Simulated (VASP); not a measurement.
Set up this calculation in VASP 6.6.1, as the native input.

- Task: single point
- Functional: PBE
- Dispersion: D3(BJ)
- Potentials or basis: VASP PAW PBE potentials, release 64 (B, N)
- Cutoff: 520 eV
- k mesh: 12 × 12 × 4
- Occupations: gaussian, width 0.05 eV
- Spin: no spin polarisation
- Dipole correction: no
- Further INCAR settings: ALGO = Normal; EDIFF = 1e-06; NBANDS = 16

The structure of BN lies in POSCAR:

```
BN
1.0
    2.6497229315      0.0000000000      0.0000000000
   -1.3248614658      2.2947273717      0.0000000000
    0.0000000000      0.0000000000      6.0030514872
B N
2 2
Direct
    0.0000000000      0.0000000000      0.5000000000
    0.3333333333      0.6666666667      0.0000000000
    0.0000000000      0.0000000000      0.0000000000
    0.6666666667      0.3333333333      0.5000000000
```

This cell differs from its parent crystal: ratio of the length along z to the lengths across it x 0.85, volume and fractional coordinates fixed.

The input as run:

INCAR

```
SYSTEM = BN
PREC = Accurate
ENCUT = 520
EDIFF = 1E-6
ISMEAR = 0
SIGMA = 0.05
LREAL = .False.
LASPH = .True.
NELM = 60
ALGO = Normal
ISIF = 2
LWAVE = .False.
LCHARG = .True.
GGA = PE
IVDW = 12
LELF = .True.
LVHAR = .True.
NBANDS = 16
```

KPOINTS

```
Automatic mesh
0
Gamma
  12 12 4
  0 0 0
```

Potentials or basis: VASP PAW PBE potentials, release 64 (B, N).

Command:

```sh
$ cat potpaw_PBE.64/B/POTCAR potpaw_PBE.64/N/POTCAR > POTCAR
$ mpirun -np 1 vasp_std > vasp.out
```

Results of the run:

```json
{
 "Pressure": "-33.1 GPa",
 "Band gap on the k mesh": "3.70 eV, indirect (least direct gap 3.79 eV)",
 "Dispersion energy per atom": "-0.142 eV"
}
```

Run time: 14 s on 1 thread of Intel(R) Xeon(R) 6975P-C (Granite Rapids), with other jobs on the host, peak memory 0.17 GiB.
